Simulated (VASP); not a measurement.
Set up this calculation in VASP 6.6.1, as the native input.

```yaml
Task: relaxation of cell and atoms
Functional: PBEsol
Potentials_or_basis: VASP PAW PBE potentials, release 64 (In_d)
Cutoff: 600 eV
k_mesh: 11 × 11 × 11
Occupations: fermi-dirac, width 0.05 eV
Spin: no spin polarisation
Target_pressure: 30 GPa
Dipole_correction: no
Further_INCAR_settings: ALGO = Normal; EDIFF = 1e-06; IBRION = 2; EDIFFG = -0.01; NSW = 60; ISIF = 3
```

The structure of In lies in POSCAR:

```
In
1.0
   -1.6254700000      1.6254700000      2.4737000000
    1.6254700000     -1.6254700000      2.4737000000
    1.6254700000      1.6254700000     -2.4737000000
In
1
Direct
    0.0000000000      0.0000000000      0.0000000000
```

One way to write it, as run:

INCAR

```
SYSTEM = In
  ALGO = Normal
  EDIFF = 1E-6
  EDIFFG = -0.01
  ENCUT = 600
  GGA = PS
  IBRION = 2
  ISIF = 3
  ISMEAR = -1
  LASPH = .TRUE.
  LCHARG = .FALSE.
  LREAL = .FALSE.
  LWAVE = .FALSE.
  NELM = 80
  NSW = 60
  PREC = Accurate
  PSTRESS = 300.0
  SIGMA = 0.05
```

KPOINTS

```
k-points
0
G
  11 11 11
  0 0 0
```

Potentials or basis: VASP PAW PBE potentials, release 64 (In_d).

The run is started by

```bash
$ cat potpaw_PBE.64/In_d/POTCAR > POTCAR
$ mpirun -np 1 vasp_std > vasp.out
```

It gave:

```json
{
  "Relaxed volume": "18.80 Å³/atom",
  "Relaxed cell": "a = 3.038 Å, b = 3.038 Å, c = 3.038 Å, α = 123.13°, β = 123.13°, γ = 84.65°",
  "Space group after relaxing (to 0.05 Å)": "I4/mmm (No. 139)",
  "Energy change on relaxing (the enthalpy is what falls)": "+463.3 meV/atom",
  "Ionic steps": "13",
  "Pressure after relaxing": "30.0 GPa"
}
```

Caveat: the cell is relaxed towards a set pressure, so the enthalpy falls and the energy may rise; the volume moved by over 15 % at a fixed basis, so the end points are rough; the PAW data sets were made with another functional, which shifts forces and pressure a little.

Wall time 4 min on 1 thread of Intel(R) Xeon(R) Platinum 8488C (Sapphire Rapids), on a shared host, peak memory 0.2 GiB.
